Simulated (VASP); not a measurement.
# HgH3: single point with PBE

The system is HgH3.

```
CELL_PARAMETERS angstrom
0.00000 3.43404 3.43404
3.43404 0.00000 3.43404
3.43404 3.43404 0.00000
ATOMIC_POSITIONS crystal
Hg 0.25000 0.25000 0.25000
Hg 0.75000 0.75000 0.75000
H 0.13710 0.86290 0.86290
H 0.86290 0.13710 0.13710
H 0.86290 0.13710 0.86290
H 0.13710 0.86290 0.13710
H 0.86290 0.86290 0.13710
H 0.13710 0.13710 0.86290
```

The cell was built from a structure type or drawn by symmetry, and may not be a known phase.

```json
{
  "Program": "VASP 6.6.1",
  "Task": "single point",
  "Functional": "PBE",
  "Potentials or basis": "VASP PAW PBE potentials, release 64 (Hg, H)",
  "Cutoff": "520 eV",
  "k mesh": "4 × 4 × 4",
  "Occupations": "gaussian, width 0.1 eV",
  "Spin": "no spin polarisation"
}
```

| Item | Value |
| --- | --- |
| Pressure | 0.1 GPa |
| Largest force | 0.011 eV/Å |
| Band gap on the k mesh | zero (bands 15 and 16 overlap by 0.82 eV) |

Forces on the atoms (eV/Å):
```
Hg   0.000  0.000  0.000
Hg   0.000  0.000  0.000
H    0.011  0.000  0.000
H   -0.011  0.000  0.000
H    0.000  0.011  0.000
H    0.000 -0.011  0.000
H    0.000  0.000  0.011
H    0.000  0.000 -0.011
```

Levels at points of the mesh, in eV from the Fermi level:
| k point | band 12 | band 13 | band 14 | band 15 | band 16 | band 17 | band 18 | band 19 |
| --- | --- | --- | --- | --- | --- | --- | --- | --- |
| (0.00, 0.00, 0.00) | -3.76 | -1.30 | -1.30 | -1.30 | 0.70 | 2.53 | 2.53 | 2.53 |
| (0.50, 0.00, 0.00) | -6.10 | -2.82 | -1.99 | -1.99 | 1.90 | 2.54 | 2.54 | 5.15 |
| (0.50, 0.50, 0.00) | -4.89 | -3.47 | -3.47 | -1.79 | 0.12 | 2.26 | 4.50 | 5.95 |

Wall time 14 s on 1 thread of Intel(R) Xeon(R) Platinum 8488C (Sapphire Rapids) (shared host), peak memory 0.2 GiB.

Caveat: the k points lie up to 0.40 Å⁻¹ apart, too coarse for converged energies and pressures of a metal; spin-orbit coupling is left out, which moves the levels of the heavy elements.
